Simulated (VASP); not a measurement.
WS2:

```
CELL_PARAMETERS angstrom
3.22876 0.00000 0.00000
-1.61438 2.79619 0.00000
0.00000 0.00000 5.99365
ATOMIC_POSITIONS crystal
W 0.00000 0.00000 0.00000
S 0.33333 0.66667 0.25668
S 0.66667 0.33333 0.74332
```

Program: VASP 6.6.1. Alike in all runs: task single point; potentials or basis VASP PAW PBE potentials, release 64 (W_sv, S); no spin polarisation; cell as given; cutoff (eV) 520.

**Question.** Order these runs on this cell by their pressure, lowest first.
A. level PBE-based screened hybrid; k mesh 6 × 6 × 2; smearing fermi-dirac 0.02 eV; grid for exact exchange (PRECFOCK) Normal; share of exact exchange 0.4; screening parameter 0.2078 1/Å
B. level HSE06; k mesh 3 × 3 × 3; smearing fermi-dirac 0.02 eV; grid for exact exchange (PRECFOCK) Normal; screening parameter 0.2079 1/Å
C. level r2SCAN; k mesh 6 × 6 × 4; smearing fermi-dirac 0.02 eV
D. level PBE; k mesh 6 × 6 × 4; smearing gaussian 0.001 eV

**Answer.** A (-4.5 GPa), B (-1.4 GPa), C (1.3 GPa), D (3.0 GPa).

Caveats: all runs use coarse meshes; the PAW data sets were made with another functional, which shifts forces and pressure a little (some runs); this functional lacks dispersion, which binds the layers, so the pressure and a relaxed spacing across them are unreliable (some runs).
